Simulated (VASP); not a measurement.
Set up this calculation in VASP 6.6.1, as the native input.

```yaml
Task: density of states
Functional: LDA
Potentials_or_basis: VASP PAW LDA potentials, release 64 (Ta_pv, Bi_d)
Cutoff: 520 eV
k_mesh: 11 × 11 × 11
Occupations: fermi-dirac, width 0.05 eV
Spin: no spin polarisation
Dipole_correction: no
k_mesh_for_the_DOS: 17 × 17 × 17
Occupations_for_the_DOS: tetrahedron
Further_INCAR_settings: ALGO = Normal; EDIFF = 1e-06; NBANDS = 20
```

Crystal: TaBi (CsCl type).

```xyz
2
Lattice="2.6369 0.0000 0.0000 0.0000 2.6369 0.0000 0.0000 0.0000 2.6369" Properties=species:S:1:pos:R:3 pbc="T T T"
Ta    0.0000    0.0000    0.0000
Bi    1.3184    1.3184    1.3184
```

This cell differs from its parent crystal: volume scaled by 0.45.

The input as run:

POSCAR

```
TaBi
1.0
    2.6368670951      0.0000000000      0.0000000000
    0.0000000000      2.6368670951      0.0000000000
    0.0000000000      0.0000000000      2.6368670951
Ta Bi
1 1
Direct
    0.0000000000      0.0000000000      0.0000000000
    0.5000000000      0.5000000000      0.5000000000
```

INCAR.step1

```
PREC = Accurate ; ENCUT = 520
EDIFF = 1E-6 ; ISMEAR = -1
SIGMA = 0.05 ; LREAL = F
LASPH = T ; NELM = 60
ALGO = Normal ; ISIF = 2
LWAVE = F ; LCHARG = T
LMAXMIX = 4 ; NBANDS = 20
```

KPOINTS.step1

```
Automatic mesh
0
Gamma
  11 11 11
```

INCAR.step2

```
PREC = Accurate ; ENCUT = 520
EDIFF = 1E-6 ; ISMEAR = -5
SIGMA = 0.05 ; LREAL = F
LASPH = T ; NELM = 60
ALGO = Normal ; ISIF = 2
LWAVE = F ; LCHARG = F
LMAXMIX = 4 ; LORBIT = 10
NBANDS = 20 ; NEDOS = 2001
ICHARG = 11
```

KPOINTS.step2

```
Automatic mesh
0
Gamma
  17 17 17
```

Potentials or basis: VASP PAW LDA potentials, release 64 (Ta_pv, Bi_d).

Run with:

```console
$ cat potpaw_LDA.64/Ta_pv/POTCAR potpaw_LDA.64/Bi_d/POTCAR > POTCAR
$ cp INCAR.step1 INCAR
$ cp KPOINTS.step1 KPOINTS
$ mpirun -np 1 vasp_std > vasp.out
$ cp INCAR.step2 INCAR
$ cp KPOINTS.step2 KPOINTS
$ mpirun -np 1 vasp_std > vasp.out
```

Run time: 28 s on 1 thread of Intel(R) Xeon(R) 6975P-C (Granite Rapids), on a shared host, peak memory 0.17 GiB.
